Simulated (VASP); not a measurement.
Runs of VASP 6.6.1 on ZrSnO4. The structure is that of space group Cmmm (No. 65), or close to it. The cells are those of the table. 

| level | cell | smearing | gap on the mesh (eV) | pressure (GPa) | largest force (eV/Å) |
| --- | --- | --- | --- | --- | --- |
| PBEsol | a = 4.832, b = 4.832, c = 3.211 Å, angles 90.0, 90.0, 90.5°, 6 atoms | fermi-dirac 0.02 eV | 2.14 | (a) | 0.03 |
| PBE | a = 4.884, b = 4.884, c = 3.238 Å, angles 90.0, 90.0, 90.5°, 6 atoms | fermi-dirac 0.02 eV | (b) | 0.4 | 0.04 |
| r2SCAN | a = 4.831, b = 4.831, c = 3.218 Å, angles 90.0, 90.0, 90.6°, 6 atoms | gaussian 0.01 eV | 2.84 | 0.7 | 0.07 |
| PBE | a = 4.831, b = 4.831, c = 3.218 Å, angles 90.0, 90.0, 90.6°, 6 atoms | fermi-dirac 0.02 eV | 2.23 | 5.8 | 0.32 |
| r2SCAN | a = 4.831, b = 4.831, c = 3.218 Å, angles 90.0, 90.0, 90.6°, 6 atoms | fermi-dirac 0.02 eV | 2.84 | 0.7 | 0.07 |

Alike in all rows: task single point; potentials or basis VASP PAW PBE potentials, release 64 (Sn_d, Zr_sv, O); no spin polarisation; k mesh 6 × 6 × 8; cutoff (eV) 520.

Question: Estimate the missing entries.

Answer: (a) 0.5; (b) 2.03.

Caveats: spin-orbit coupling is left out, which moves the levels of the heavy elements; the PAW data sets were made with another functional, which shifts forces and pressure a little (at least some runs); the cell stands under pressure (at least some runs).

A k mesh can miss the band edges, and the runs leave out spin-orbit coupling on Sn, Zr.
